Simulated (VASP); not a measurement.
# Ti (Im-3m) in VASP: further runs

Runs on Ti. Level: r2SCAN. Tasks: single point.

All numbers are computed with VASP 6.6.1; they aren't measurements. Logs are shortened: lines on timing, memory, paths and dates and some standing lists are left out, and cuts for length are marked.

**1. The cell of the first run**

Symmetry: Im-3m, No. 229, cubic system. The conventional cell has a = 3.381 Å, b = 3.381 Å, c = 3.381 Å, α = 90.00°, β = 90.00°, γ = 90.00°. Ti (site symmetry m-3m) has 14 Ti at 2.93 to 3.38 Å within 3.9 Å.

**2. Single point, r2SCAN, collinear spin, ferromagnetic start (volume scaled by 1.08)**

Input file POSCAR:

```
Ti
1.0
   -1.6907021604      1.6907021604      1.6907021604
    1.6907021604     -1.6907021604      1.6907021604
    1.6907021604      1.6907021604     -1.6907021604
Ti
1
Direct
    0.0000000000      0.0000000000      0.0000000000
```

Input file INCAR.step1:

```
SYSTEM = Ti
ALGO = Normal
EDIFF = 1E-4
ENCUT = 520
GGA = PE
ISMEAR = -1
ISPIN = 2
LASPH = .TRUE.
LCHARG = .FALSE.
LMAXMIX = 4
LREAL = .FALSE.
LWAVE = .TRUE.
MAGMOM = 1.059
NBANDS = 16
NELM = 150
PREC = Accurate
SIGMA = 0.05
```

Input file INCAR.step2:

```
SYSTEM = Ti
ALGO = Normal
EDIFF = 1E-6
ENCUT = 520
ISIF = 2
ISMEAR = -1
ISPIN = 2
ISTART = 1
LASPH = .TRUE.
LCHARG = .FALSE.
LMAXMIX = 4
LMIXTAU = .TRUE.
LORBIT = 11
LREAL = .FALSE.
LWAVE = .FALSE.
MAGMOM = 1.059
METAGGA = R2SCAN
NBANDS = 16
NELM = 150
PREC = Accurate
SIGMA = 0.05
```

Input file KPOINTS:

```
k-points
0
G
  15 15 15
  0 0 0
```

Potentials or basis: VASP PAW PBE potentials, release 64 (Ti_sv).

On the command line:

```console
> cat potpaw_PBE.64/Ti_sv/POTCAR > POTCAR
> cp INCAR.step1 INCAR
> mpirun -np 1 vasp_std > vasp.out
> cp INCAR.step2 INCAR
> mpirun -np 1 vasp_std > vasp.out
```

OUTCAR:

```text
SYSTEM = Ti
   EDIFF = 1E-6
   ENCUT = 520
   ISIF = 2
   ISMEAR = -1
   ISPIN = 2
   ISTART = 1
   LASPH = .TRUE.
   LORBIT = 11
   LREAL = .FALSE.
   METAGGA = R2SCAN
   NELM = 150
   PREC = Accurate

 ion  position               nearest neighbor table
   1  0.000  0.000  0.000-

  LATTYP: Found a body centered cubic cell.
 ALAT       =     3.3814043208

  Lattice vectors:

 A1 = (  -1.6907021604,   1.6907021604,   1.6907021604)
 A2 = (   1.6907021604,  -1.6907021604,   1.6907021604)
 A3 = (   1.6907021604,   1.6907021604,  -1.6907021604)

Analysis of symmetry for initial positions (statically):
=====================================================================
 Subroutine PRICEL returns:
 Original cell was already a primitive cell.

 Routine SETGRP: Setting up the symmetry group for a
 body centered cubic supercell.

 Subroutine GETGRP returns: Found 48 space group operations
 (whereof 48 operations were pure point group operations)
 out of a pool of 48 trial point group operations.

The static configuration has the point symmetry O_h .

Analysis of symmetry for dynamics (positions and initial velocities):
=====================================================================
 Subroutine PRICEL returns:
 Original cell was already a primitive cell.

 Routine SETGRP: Setting up the symmetry group for a
 body centered cubic supercell.

 Subroutine GETGRP returns: Found 48 space group operations
 (whereof 48 operations were pure point group operations)
 out of a pool of 48 trial point group operations.

The dynamic configuration has the point symmetry O_h .

Analysis of structural, dynamic, and magnetic symmetry:
=====================================================================
 Subroutine PRICEL returns:
 Original cell was already a primitive cell.

 Routine SETGRP: Setting up the symmetry group for a
 body centered cubic supercell.

 Subroutine GETGRP returns: Found 48 space group operations
 (whereof 48 operations were pure point group operations)
 out of a pool of 48 trial point group operations.

The overall configuration has the point symmetry O_h .

 Subroutine INISYM returns: Found 48 space group operations
 (whereof 48 operations are pure point group operations),
 and found     1 'primitive' translations

----------------------------------------------------------------------------------------

                                     Primitive cell

  volume of cell :      19.3313

  direct lattice vectors                    reciprocal lattice vectors
    -1.690702160  1.690702160  1.690702160     0.000000000  0.295735116  0.295735116
     1.690702160 -1.690702160  1.690702160     0.295735116  0.000000000  0.295735116
     1.690702160  1.690702160 -1.690702160     0.295735116  0.295735116  0.000000000

  length of vectors
     2.928382042  2.928382042  2.928382042     0.418232612  0.418232612  0.418232612

  position of ions in fractional coordinates (direct lattice)
     0.000000000  0.000000000  0.000000000

  ion indices of the primitive-cell ions
   primitive index   ion index
                 1           1

----------------------------------------------------------------------------------------

 KPOINTS: k-points

Automatic generation of k-mesh.
 Grid dimensions read from file:
 generate k-points for:   15   15   15

 Generating k-lattice:

  Cartesian coordinates                     Fractional coordinates (reciprocal lattice)
     0.000000000  0.019715674  0.019715674     0.066666667  0.000000000  0.000000000
     0.019715674  0.000000000  0.019715674     0.000000000  0.066666667  0.000000000
     0.019715674  0.019715674  0.000000000     0.000000000  0.000000000  0.066666667

  Length of vectors
     0.027882174  0.027882174  0.027882174

  Shift w.r.t. Gamma in fractional coordinates (k-lattice)
     0.000000000  0.000000000  0.000000000

 Subroutine IBZKPT returns following result:
 ===========================================

 Found    120 irreducible k-points:

 Following reciprocal coordinates:
            Coordinates               Weight
  0.000000  0.000000  0.000000      1.000000
  0.066667  0.000000  0.000000     12.000000
  0.133333  0.000000  0.000000     12.000000
  0.200000  0.000000  0.000000     12.000000
  0.266667  0.000000  0.000000     12.000000
  0.333333  0.000000  0.000000     12.000000
[... 16 lines left out ...]
  0.333333  0.200000 -0.000000     48.000000
  0.400000  0.200000  0.000000     24.000000
 [... further k-points ...]
   k-points           NKPTS =    120   k-points in BZ     NKDIM =    120   number of bands    NBANDS=     16
   number of dos      NEDOS =    301   number of ions     NIONS =      1
   total plane-waves  NPLWV =  13824
   dimension x,y,z NGX =    24 NGY =   24 NGZ =   24
   dimension x,y,z NGXF=    48 NGYF=   48 NGZF=   48
   ions per type =               1
   NGX,Y,Z   is equivalent  to a cutoff of  13.62, 13.62, 13.62 a.u.
   NGXF,Y,Z  is equivalent  to a cutoff of  27.25, 27.25, 27.25 a.u.
 SYSTEM =  Ti
   PREC   = accura    normal or accurate (medium, high low for compatibility)
   ISTART =      1    job   : 0-new  1-cont  2-samecut
   ICHARG =      0    charge: 1-file 2-atom 10-const
   ISPIN  =      2    spin polarized calculation?
   LNONCOLLINEAR =      F non collinear calculations
   LSORBIT =      F    spin-orbit coupling
   LASPH  =      T    aspherical Exc in radial PAW
   ENCUT  =  520.0 eV  38.22 Ry    6.18 a.u.   5.44  5.44  5.44*2*pi/ulx,y,z
   NELM   =    150;   NELMIN=  2; NELMDL=  0     # of ELM steps
   EDIFF  = 0.1E-05   stopping-criterion for ELM
   LREAL  =      F    real-space projection
   EDIFFG = 0.1E-04   stopping-criterion for IOM
   NSW    =      0    number of steps for IOM
   IBRION =     -1    ionic relax: 0-MD 1-quasi-New 2-CG
   NFREE  =      0    steps in history (QN), initial steepest desc. (CG)
   ISIF   =      2    stress and relaxation
   ISYM   =      2    0-nonsym 1-usesym 2-fastsym
   POTIM  = 0.5000    time-step for ionic-motion
   TEBEG  =    0.0;   TEEND  =   0.0 temperature during run
   PSTRESS=    0.0 pullay stress
   NELECT =      12.0000    total number of electrons
   NUPDOWN=      -1.0000    fix difference up-down
   EMIN   =  10.00;   EMAX   =-10.00  energy-range for DOS
   EFERMI =   0.00;   METHOD = LEGACY
   ISMEAR =    -1;   SIGMA  =   0.05  broadening in eV -4-tet -1-fermi 0-gaus
   EFERMI_NEDOS =   21; number of points for ismear=-14 and -15
   IALGO  =     38    algorithm
   IMIX   =      4    mixing-type and parameters
     AMIX     =   0.40;   BMIX     =  1.00
     AMIX_MAG =   1.60;   BMIX_MAG =  1.00
  volume/ion in A,a.u.               =      19.33       130.45
  Fermi-wavevector in a.u.,A,eV,Ry     =   1.396523  2.639046 26.535129  1.950277
  Thomas-Fermi vector in A             =   2.519869
   LORBIT       =     11    0 simple, 1 ext, 2 COOP (PROOUT), +10 PAW based schemes
   METAGGA = R2SCAN    functional components
   LHFCALC =     F    Hartree Fock is set to
   AEXX    =    0.0000 exact exchange contribution
   IVDW    =     0    specifies the selected vdW correction
   LEPSILON=     F    determine dielectric tensor
   LRPA    =     F    only Hartree local field effects (RPA)
 spin polarized calculation
  energy-cutoff  :      520.00
  volume of cell :       19.33
 maximum number of plane-waves:       539
 NGX is ok and might be reduce to    24
   NGX = 11   NGY = 11   NGZ = 11

 number of electron      11.9999997 magnetization       1.5306477

 Free energy of the ion-electron system (eV)
  ---------------------------------------------------
  ext. energy  EPLUGINS =         0.00000000
  ---------------------------------------------------
  free energy    TOTEN  =       -12.84810007 eV

  energy without entropy =      -12.83855174  energy(sigma->0) =      -12.84332590

 E-fermi :   7.1183     XC(G=0): -11.8143

 val. band max:        7.1140561909   @ k =  -0.1333   0.2000   0.0667
 cond. band min:       7.1194095287   @ k =  -0.4667  -0.4667   0.2000
 fundamental gap:      0.0053533379
 Fermi energy:         7.1183450196

 spin component 1

 k-point     1 :       0.0000    0.0000    0.0000
  band No.  band energies     occupation
      1     -52.4840      1.00000
      2     -27.3977      1.00000
      3     -27.3977      1.00000
      4     -27.3977      1.00000
      5       0.3326      1.00000
      6       7.2953      0.02823
[... 8 lines left out ...]
     15      29.7192      0.00000
     16      32.1846      0.00000

 k-point     2 :       0.0667    0.0000    0.0000
  band No.  band energies     occupation
      1     -52.4801      1.00000
      2     -27.4206      1.00000
      3     -27.4050      1.00000
      4     -27.3977      1.00000
      5       0.4772      1.00000
      6       7.2322      0.09309
[... 8 lines left out ...]
     15      29.8132      0.00000
     16      30.5562      0.00000
[... 387 lines left out ...]
      5       4.7172      1.00000
      6       6.0098      1.00000
[... 8 lines left out ...]
     15      29.0215      0.00000
     16      32.4433      0.00000

 k-point    24 :       0.4000    0.2000    0.0000
  band No.  band energies     occupation
      1     -52.3845      1.00000
      2     -27.8466      1.00000
      3     -27.6334      1.00000
      4     -27.4471      1.00000
      5       4.8394      1.00000
      6       6.0086      1.00000
[... 8 lines left out ...]
     15      29.0044      0.00000
     16      32.3898      0.00000

 [... further k-points ...]

 spin component 2

 k-point     1 :       0.0000    0.0000    0.0000
  band No.  band energies     occupation
      1     -51.2551      1.00000
      2     -26.1750      1.00000
      3     -26.1749      1.00000
      4     -26.1749      1.00000
      5       1.6380      1.00000
      6       9.1856      0.00000
[... 8 lines left out ...]
     15      30.2270      0.00000
     16      33.7505      0.00000

 k-point     2 :       0.0667    0.0000    0.0000
  band No.  band energies     occupation
      1     -51.2514      1.00000
      2     -26.1964      1.00000
      3     -26.1814      1.00000
      4     -26.1752      1.00000
      5       1.7816      1.00000
      6       9.1210      0.00000
[... 8 lines left out ...]
     15      30.5308      0.00000
     16      32.1640      0.00000
[... 387 lines left out ...]
      5       6.1034      1.00000
      6       7.4197      0.00240
[... 8 lines left out ...]
     15      30.2954      0.00000
     16      33.8354      0.00000

 k-point    24 :       0.4000    0.2000    0.0000
  band No.  band energies     occupation
      1     -51.1619      1.00000
      2     -26.5947      1.00000
      3     -26.3916      1.00000
      4     -26.2240      1.00000
      5       6.2388      1.00000
      6       7.5809      0.00010
[... 8 lines left out ...]
     15      30.2780      0.00000
     16      33.7762      0.00000

 [... further k-points ...]
[... 5 lines left out ...]
  --------------------------------------------------------------------------------------
  -------------------------------------------------------------------------------------
  Total       -0.7825490     -0.7825490     -0.7825490      0.0000000      0.0000000     -0.0000000
  in kB      -64.8575885    -64.8575885    -64.8575885      0.0000000      0.0000000     -0.0000000
  external PRESSURE =     -64.8575885 kB  Pullay stress =       0.0000000 kB

 VOLUME and BASIS-vectors are now :
 -----------------------------------------------------------------------------
  energy-cutoff  :      520.00
  volume of cell :       19.33
      direct lattice vectors                 reciprocal lattice vectors
    -1.690702160  1.690702160  1.690702160     0.000000000  0.295735116  0.295735116
     1.690702160 -1.690702160  1.690702160     0.295735116  0.000000000  0.295735116
     1.690702160  1.690702160 -1.690702160     0.295735116  0.295735116  0.000000000

 POSITION                                       TOTAL-FORCE (eV/Angst)
 -----------------------------------------------------------------------------------
      0.00000      0.00000      0.00000        -0.000000     -0.000000     -0.000000
 -----------------------------------------------------------------------------------
    total drift:                                0.000000      0.000000     -0.000000

  FREE ENERGIE OF THE ION-ELECTRON SYSTEM (eV)
  ---------------------------------------------------
  free  energy   TOTEN  =       -12.8481000734 eV

  energy  without entropy=      -12.8385517365  energy(sigma->0) =      -12.84332590

 total charge

# of ion       s       p       d       tot
------------------------------------------
    1        2.220   6.111   1.803  10.133

 magnetization (x)

# of ion       s       p       d       tot
------------------------------------------
    1        0.013   0.075   0.968   1.056
```

Wall time 3.4 min (1 thread of Intel Xeon Platinum 8488C (Sapphire Rapids), shared host); peak memory 0.19 GiB.

What came out:

```
Free energy                                           : -12.8481 eV
Pressure                                              : -6.5 GPa
Net moment                                            : 1.53 μB per cell
Site moments                                          : Ti +1.06 μB
Valence electrons inside the program's atomic spheres : Ti 10.13
```

Caveat: the PAW data sets were made with another functional, which shifts forces and pressure a little.

**3. Single point, r2SCAN, collinear spin, ferromagnetic start (volume scaled by 1.12)**

Input file POSCAR:

```
Ti
1.0
   -1.7113225116      1.7113225116      1.7113225116
    1.7113225116     -1.7113225116      1.7113225116
    1.7113225116      1.7113225116     -1.7113225116
Ti
1
Direct
    0.0000000000      0.0000000000      0.0000000000
```

Input file INCAR.step1:

```
SYSTEM = Ti
PREC     = Accurate       ! precision mode
ENCUT    = 520            ! plane-wave cutoff, eV
ISMEAR   = -1             ! smearing method
SIGMA    = 0.05           ! smearing width, eV
LREAL    = .FALSE.        ! projectors in reciprocal space
LASPH    = .TRUE.         ! aspherical terms in the spheres
NELM     = 150            ! most SCF steps
ISPIN    = 2              ! spin polarisation
MAGMOM   = 1.059          ! initial moments
LMAXMIX  = 4              ! l up to which the mixer works
NBANDS   = 16             ! bands
GGA      = PE             ! functional
ALGO     = Normal         ! electronic algorithm
EDIFF    = 1E-4           ! SCF threshold, eV
LWAVE    = .TRUE.         ! write WAVECAR
LCHARG   = .FALSE.        ! write CHGCAR
```

Input file INCAR.step2:

```
SYSTEM = Ti
PREC     = Accurate       ! precision mode
ENCUT    = 520            ! plane-wave cutoff, eV
EDIFF    = 1E-6           ! SCF threshold, eV
ISMEAR   = -1             ! smearing method
SIGMA    = 0.05           ! smearing width, eV
LREAL    = .FALSE.        ! projectors in reciprocal space
LASPH    = .TRUE.         ! aspherical terms in the spheres
NELM     = 150            ! most SCF steps
ALGO     = Normal         ! electronic algorithm
ISIF     = 2              ! what is computed and relaxed
LWAVE    = .FALSE.        ! write WAVECAR
LCHARG   = .FALSE.        ! write CHGCAR
ISPIN    = 2              ! spin polarisation
MAGMOM   = 1.059          ! initial moments
LORBIT   = 11             ! projections on sites
LMAXMIX  = 4              ! l up to which the mixer works
METAGGA  = R2SCAN         ! meta-GGA
LMIXTAU  = .TRUE.       
NBANDS   = 16             ! bands
ISTART   = 1
```

Input file KPOINTS:

```
Automatic mesh
0
G
  15 15 15
  0 0 0
```

Potentials or basis: VASP PAW PBE potentials, release 64 (Ti_sv).

On the command line:

```console
> cat potpaw_PBE.64/Ti_sv/POTCAR > POTCAR
> cp INCAR.step1 INCAR
> mpirun -np 1 vasp_std > vasp.out
> cp INCAR.step2 INCAR
> mpirun -np 1 vasp_std > vasp.out
```

It took 3.4 min on 1 thread of Intel Xeon Platinum 8488C (Sapphire Rapids), shared host; peak memory 0.2 GiB.

The run converged. Its results:

- Free energy: -12.7003 eV
- Pressure: -12.8 GPa
- Band gap on the k mesh: zero (filled and empty bands overlap)
- Net moment: 0.00 μB per cell
- Valence electrons inside the program's atomic spheres: Ti 10.07

Levels at points of the mesh, in eV from the Fermi level:
Spin up:
```tsv
k point	band 3	band 4	band 5	band 6	band 7	band 8	band 9	band 10
(0.00, 0.00, 0.00)	-34.18	-34.18	-6.01	0.99	0.99	0.99	2.47	2.47
```
Spin down:
| k point | band 4 | band 5 | band 6 | band 7 | band 8 | band 9 |
| --- | --- | --- | --- | --- | --- | --- |
| (0.00, 0.00, 0.00) | -34.18 | -6.01 | 0.98 | 0.98 | 0.98 | 2.47 |

Caveat: the PAW data sets were made with another functional, which shifts forces and pressure a little.
